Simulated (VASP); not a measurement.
# Hf: relaxation of shape and atoms at fixed volume with PBEsol

Crystal: Hf.

```
Hf
1.0
     2.58814    0.00000    0.00000
    -1.29407    2.24140    0.00000
     0.00000    0.00000    4.09752
Hf
2
Direct
  0.33333 0.66667 0.25000
  0.66667 0.33333 0.75000
```

```yaml
Program: VASP 6.6.1
Task: relaxation of shape and atoms at fixed volume
Functional: PBEsol
Potentials_or_basis: VASP PAW PBE potentials, release 64 (Hf_pv)
Cutoff: 600 eV
k_mesh: 14 × 14 × 8
Occupations: fermi-dirac, width 0.08 eV
Spin: no spin polarisation
Dipole_correction: no
Further_INCAR_settings: ALGO = Normal; EDIFF = 1e-06; IBRION = 2; EDIFFG = -0.005; NSW = 50; ISIF = 4
```

| Item | Value |
| --- | --- |
| Energy gained by relaxing | 71.5 meV/atom |
| Ionic steps | 6 |
| Pressure after relaxing | 182.3 GPa |
| Band gap on the k mesh | zero (bands 10 and 11 overlap by 1.73 eV) |

The path:
```
step  energy change (eV)  largest force (eV/Å)  pressure (GPa)  volume (Å³)
   1              0.0000                0.0000          186.53        23.77
   2             -0.1426                0.0000          182.17        23.77
   3             -0.1429                0.0000          182.27        23.77
   4             -0.1429                0.0000          182.23        23.77
   5             -0.1429                0.0000          182.27        23.77
   6             -0.1429                0.0000          182.26        23.77
```

Final structure:
```
CELL_PARAMETERS angstrom
2.50702 0.00000 0.00000
-1.25351 2.17114 0.00000
0.00000 0.00000 4.36699
ATOMIC_POSITIONS crystal
Hf 0.33333 0.66667 0.25000
Hf 0.66667 0.33333 0.75000
```

Levels at points of the mesh, in eV from the Fermi level:
```
           k point  band 7  band 8  band 9  band 10  band 11  band 12  band 13  band 14
(0.00, 0.00, 0.00)   -8.28   -5.69   -0.19     1.33     1.33     2.64     2.64     4.69
(0.50, 0.00, 0.00)   -6.11   -5.27   -4.67     1.02     1.32     2.66     2.80    11.75
(0.00, 0.00, 0.50)   -5.45   -5.45   -0.08    -0.08     1.39     1.39     1.39     1.39
(0.50, 0.00, 0.50)   -6.19   -6.19   -3.60    -3.60     4.94     4.94     5.81     5.81
```

Run time: 52 s on 1 thread of Intel(R) Xeon(R) 6975P-C (Granite Rapids), on a shared host, peak memory 0.18 GiB.

Caveat: the PAW data sets were made with another functional, which shifts forces and pressure a little; spin-orbit coupling is left out, which moves the levels of the heavy elements.
